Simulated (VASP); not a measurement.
A run of VASP 6.6.1 is set up as follows.

Contents of INCAR:

```
PREC = Accurate
ENCUT = 600
EDIFF = 1E-7
ISMEAR = 0
SIGMA = 0.1
LREAL = F
LASPH = T
NELM = 120
ALGO = Normal
ISIF = 3
LWAVE = F
LCHARG = F
GGA = PE
IBRION = 2
NSW = 60
EDIFFG = -0.04
GGA_COMPAT = F
NELMIN = 4
```

File KPOINTS:

```
regular mesh
0
Gamma
  4 4 6
```

The input POSCAR:

```
TiO2
1.0
    4.5940000000      0.0000000000      0.0000000000
    0.0000000000      4.5940000000      0.0000000000
    0.0000000000      0.0000000000      2.9590000000
Ti O
2 4
Direct
    0.0000000000      0.0000000000      0.0000000000
    0.5000000000      0.5000000000      0.5000000000
    0.3060000000      0.3060000000      0.0000000000
    0.1940000000      0.8060000000      0.5000000000
    0.6940000000      0.6940000000      0.0000000000
    0.8060000000      0.1940000000      0.5000000000
```

Potentials or basis: VASP PAW PBE potentials, release 64 (Ti_sv, O).

Command:

```sh
$ cat potpaw_PBE.64/Ti_sv/POTCAR potpaw_PBE.64/O/POTCAR > POTCAR
$ mpirun -np 1 vasp_std > vasp.out
```

(1) Predict the band gap on the k mesh.

(2) What does it give for the relaxed cell?

(3) What does it give for the relaxed volume?

## Answers

(1) 1.82 eV, direct.

(2) a = 4.640 Å, b = 4.640 Å, c = 2.971 Å, α = 90.00°, β = 90.00°, γ = 90.00°.

(3) 10.66 Å³/atom.
